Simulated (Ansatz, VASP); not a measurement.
# Two plane-wave programs on Hg

```
CELL_PARAMETERS angstrom
1.74632 1.00824 2.14788
-1.74632 1.00824 2.14788
0.00000 -2.01648 2.14788
ATOMIC_POSITIONS crystal
Hg 0.00000 0.00000 0.00000
```

Alike in both runs: task single point; functional LDA; k mesh 11 × 11 × 11; no spin polarisation.

```csv
,VASP,Ansatz
version,VASP 6.6.1,Ansatz 0.2.0
potentials or method,"VASP PAW LDA potentials, release 64 (Hg), cutoff 520 eV","plane waves (420 eV) with PAW, scalar-relativistic"
occupations,"methfessel-paxton of order 1, width 0.6 eV","cold, width 0.6 eV"
valence electrons in the cell,12,20
```

```csv
,VASP,Ansatz,Ansatz less VASP
pressure (GPa),0.6,0.0,-0.70
"traceless stress, the component that is largest in VASP (GPa)",0.21,-0.21,-0.421
```

Ansatz warns that its potentials were made for another functional, while VASP's fit it. LDA's correlation is that of Perdew and Zunger in VASP and of Perdew and Wang (1992) in Ansatz. VASP's potentials hold 12 valence electrons a cell and Ansatz's 20, so a difference there can come from the potentials and not from the codes.

Neither program's run includes spin-orbit coupling.
